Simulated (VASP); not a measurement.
**Y2AlN3: single point with PBE**

Y2AlN3:

```
CELL_PARAMETERS angstrom
3.31491 0.00000 0.00000
-1.65745 2.87080 0.00000
0.00000 0.00000 7.97758
ATOMIC_POSITIONS crystal
Y 0.33333 0.66667 0.68186
Y 0.66667 0.33333 0.31814
Al 0.00000 0.00000 0.00000
N 0.33333 0.66667 0.14008
N 0.66667 0.33333 0.85992
N 0.00000 0.00000 0.50000
```

The cell was generated, and may not be a known phase.

| Property | Result |
| --- | --- |
| Program | VASP 6.6.1 |
| Task | single point |
| Functional | PBE |
| Potentials or basis | VASP PAW PBE potentials, release 64 (Y_sv, Al, N) |
| Cutoff | 520 eV |
| k mesh | 12 × 12 × 6 |
| Occupations | gaussian, width 0.02 eV |
| Spin | no spin polarisation |
| Dipole correction | no |
| Further INCAR settings | ALGO = Normal; EDIFF = 1e-07; NBANDS = 29 |

```json
{
 "Pressure": "-0.2 GPa",
 "Band gap on the k mesh": "0.51 eV (least direct gap 1.52 eV)"
}
```

Forces in eV/Å, atoms in the order of the input:
```
Y    0.000  0.000 -0.001
Y    0.000  0.000  0.001
Al   0.000  0.000  0.000
N    0.000  0.000  0.003
N    0.000  0.000 -0.003
N    0.000  0.000  0.000
```

Levels at points of the mesh, in eV from the valence-band top:
```csv
k point,band 17,band 18,band 19,band 20,band 21,band 22,band 23,band 24
"(0.00, 0.00, 0.00)",-1.75,-0.41,-0.41,0.00,2.49,3.41,3.64,3.64
"(0.50, 0.00, 0.00)",-1.45,-1.29,-1.16,-1.01,0.51,3.48,5.00,6.50
"(0.00, 0.00, 0.50)",-1.35,-1.35,-0.64,-0.64,2.89,3.74,3.83,3.83
"(0.50, 0.00, 0.50)",-2.36,-2.19,-0.91,-0.65,1.45,2.63,5.44,5.99
```

It took 2.1 min on 1 thread of Intel(R) Xeon(R) 6975P-C (Granite Rapids), with other jobs on the host, peak memory 0.36 GiB.

Caveat: semilocal functionals underestimate gaps, and a narrow one can read as zero. A k mesh can miss the band edges.
